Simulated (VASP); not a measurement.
Crystal: Sn.

```
Sn
1.0
     0.00000    3.23334    3.23334
     3.23334    0.00000    3.23334
     3.23334    3.23334    0.00000
Sn
2
Cartesian
  0.0000 0.0000 0.0000
  1.6167 1.6167 1.6167
```

Base run:

```yaml
Program: VASP 6.6.1
Functional: RPBE
Potentials_or_basis: VASP PAW PBE potentials, release 64 (Sn_d)
Cutoff: 500 eV
k_mesh: 9 × 9 × 9
Occupations: fermi-dirac, width 0.05 eV
Spin: no spin polarisation
```

Its results: band gap on the k mesh zero (filled and empty bands touch); pressure 5.2 GPa.

The run is repeated on the same cell with these changes: functional from RPBE to PBE. What comes out?

Band gap on the k mesh zero (band 14 reaches 5.84 eV, above the bottom of band 15 at 5.79 eV); pressure 3.7 GPa.

PBE binds more tightly than RPBE, so the same cell stands under less pressure.

Caveats: spin-orbit coupling is left out, which moves the levels of the heavy elements; the PAW data sets were made with another functional, which shifts forces and pressure a little (some runs).
